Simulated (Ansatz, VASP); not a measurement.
# Ir3O: VASP beside Ansatz

Contents of INCAR:

```
SYSTEM = Ir3O
PREC = Accurate
ENCUT = 600
EDIFF = 1E-7
ISMEAR = 0
SIGMA = 0.1
LREAL = .False.
LASPH = .True.
NELM = 80
ALGO = Fast
ISIF = 3
LWAVE = .False.
LCHARG = .False.
GGA = PS
IBRION = 2
NSW = 80
EDIFFG = -0.01
```

File KPOINTS:

```
regular mesh
0
Gamma
  12 12 8
  0 0 0
```

The input POSCAR:

```
Ir3O
1.0
    5.3018256173      0.0000000000      0.0000000000
   -2.6509128086      4.5915156710      0.0000000000
    0.0000000000      0.0000000000      4.4244255545
Ir O
6 2
Direct
    0.0000000000      0.7206239420      0.5000000000
    0.0000000000      0.2793760580      0.0000000000
    0.7206239420      0.7206239420      0.0000000000
    0.7206239420      0.0000000000      0.5000000000
    0.2793760580      0.2793760580      0.5000000000
    0.2793760580      0.0000000000      0.0000000000
    0.6666666667      0.3333333333      0.7500000000
    0.3333333333      0.6666666667      0.2500000000
```

Input for Ansatz:

```yaml
crystal:
  lattice:
    - [5.3018256173, 0.0, 0.0]
    - [-2.6509128086, 4.591515671, 0.0]
    - [0.0, 0.0, 4.4244255545]
  atoms:
    - { symbol: Ir, position: [0.0, 0.720623942, 0.5] }
    - { symbol: Ir, position: [0.0, 0.279376058, 0.0] }
    - { symbol: Ir, position: [0.720623942, 0.720623942, 0.0] }
    - { symbol: Ir, position: [0.720623942, 0.0, 0.5] }
    - { symbol: Ir, position: [0.279376058, 0.279376058, 0.5] }
    - { symbol: Ir, position: [0.279376058, 0.0, 0.0] }
    - { symbol: O, position: [0.6666666667, 0.3333333333, 0.75] }
    - { symbol: O, position: [0.3333333333, 0.6666666667, 0.25] }
basis:
  ecutwfc: 420
kpoints:
  mp_grid: { grid: [12, 12, 8] }
hamiltonian:
  xc: pbesol
scf:
  occupations: { method: gaussian, width: 0.1 }
output:
  forces: true
  stress: true
  eigenvalues: true
  write_density: true
  write_potential: true
  elf: true
  volumetric_format: npy
relax:
  adjacent_minimum: "off"
  f_tol: 0.01
  max_steps: 60
  cell: { stress_tol: 0.1 }
```

Alike in both runs: task relaxation of cell and atoms; functional PBEsol; k mesh 12 × 12 × 8; occupations gaussian, width 0.1 eV; no spin polarisation.

|  | VASP | Ansatz |
| --- | --- | --- |
| version | VASP 6.6.1 | Ansatz 0.2.0 |
| potentials or method | VASP PAW PBE potentials, release 64 (Ir, O), cutoff 600 eV | scalar-relativistic, plane waves, PAW |
| valence electrons in the cell | 66 | 114 |

Ansatz gave:

* gap on the k mesh at the Fermi level, each at its own relaxed structure (eV): none
* relaxed volume (Å³/atom): 13.45
* relaxed length of the cell vector where the two differ most in proportion (Å): 4.412

Question: What did VASP give for the same quantities?

Answer: gap on the k mesh at the Fermi level, each at its own relaxed structure (eV): none; relaxed volume (Å³/atom): 13.49; relaxed length of the cell vector where the two differ most in proportion (Å): 4.418.

VASP's potentials were made for PBE, not for PBEsol. A gap of «none» marks a metal or a gap that the smearing closes. VASP's potentials hold 66 valence electrons a cell and Ansatz's 114, so a difference there can come from the potentials and not from the codes.

Spin-orbit coupling is off throughout.
